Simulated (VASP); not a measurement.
**AlN: single point with PBEsol**

The system is AlN.

```
Al N
1.0
     3.07039    0.00000    0.00000
    -1.53520    2.65904    0.00000
     0.00000    0.00000    4.89624
Al N
2 2
Cartesian
  1.5352 0.8863 2.4407
  0.0000 1.7727 -0.0075
  1.5352 0.8863 4.3161
  0.0000 1.7727 1.8680
```

| Quantity | Value |
| --- | --- |
| Program | VASP 6.6.1 |
| Task | single point |
| Functional | PBEsol |
| Potentials or basis | VASP PAW PBE potentials, release 64 (Al, N) |
| Cutoff | 520 eV |
| k mesh | 10 × 10 × 6 |
| Occupations | fermi-dirac, width 0.05 eV |
| Spin | no spin polarisation |
| Dipole correction | no |
| Further INCAR settings | ALGO = Normal; EDIFF = 1e-06; NBANDS = 16 |

* Pressure: 10.0 GPa
* Band gap on the k mesh: 4.49 eV

Levels at points of the mesh, in eV from the valence-band top:
```tsv
k point	band 5	band 6	band 7	band 8	band 9	band 10	band 11	band 12
(0.00, 0.00, 0.00)	-0.95	-0.28	-0.28	0.00	4.49	6.88	10.86	11.28
(0.50, 0.00, 0.00)	-3.51	-2.23	-1.89	-0.75	5.77	5.78	8.43	10.46
(0.00, 0.00, 0.50)	-0.62	-0.62	-0.62	-0.62	6.73	6.73	10.56	10.56
(0.50, 0.00, 0.50)	-1.57	-1.57	-1.43	-1.43	5.31	5.31	9.37	9.37
```

Wall time 22 s on 1 thread of AMD EPYC 7R13 Processor (Zen 3) (shared host), peak memory 0.14 GiB.

Caveat: the cell stands under pressure; the PAW data sets were made with another functional, which shifts forces and pressure a little. A k mesh can miss the band edges.
